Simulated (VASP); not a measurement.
Here is a VASP 6.6.1 calculation.

File INCAR:

```
SYSTEM = TeW
  ALGO = Normal
  EDIFF = 1E-6
  ENCUT = 520
  GGA = PE
  ISIF = 2
  ISMEAR = 0
  ISPIN = 2
  LASPH = .TRUE.
  LCHARG = .FALSE.
  LMAXMIX = 4
  LORBIT = 11
  LREAL = .FALSE.
  LWAVE = .FALSE.
  MAGMOM = 0.5 0
  NBANDS = 21
  NELM = 150
  PREC = Accurate
  SIGMA = 0.1
```

File KPOINTS:

```
k-points
0
G
  14 14 14
  0 0 0
```

File POSCAR:

```
TeW
1.0
    0.0000000000      2.8320154625      2.8320154625
    2.8320154625      0.0000000000      2.8320154625
    2.8320154625      2.8320154625      0.0000000000
W Te
1 1
Direct
    0.0000000000      0.0000000000      0.0000000000
    0.5000000000      0.5000000000      0.5000000000
```

Potentials or basis: VASP PAW PBE potentials, release 64 (W_sv, Te).

Launch:

```bash
$ cat potpaw_PBE.64/W_sv/POTCAR potpaw_PBE.64/Te/POTCAR > POTCAR
$ mpirun -np 1 vasp_std > vasp.out
```

Question: Estimate the site moments.

Answer: W +1.80; Te -0.03 μB.

Question: Predict the pressure.

Answer: 0.0 GPa.

Question: Estimate the net moment.

Answer: 2.25 μB per cell.
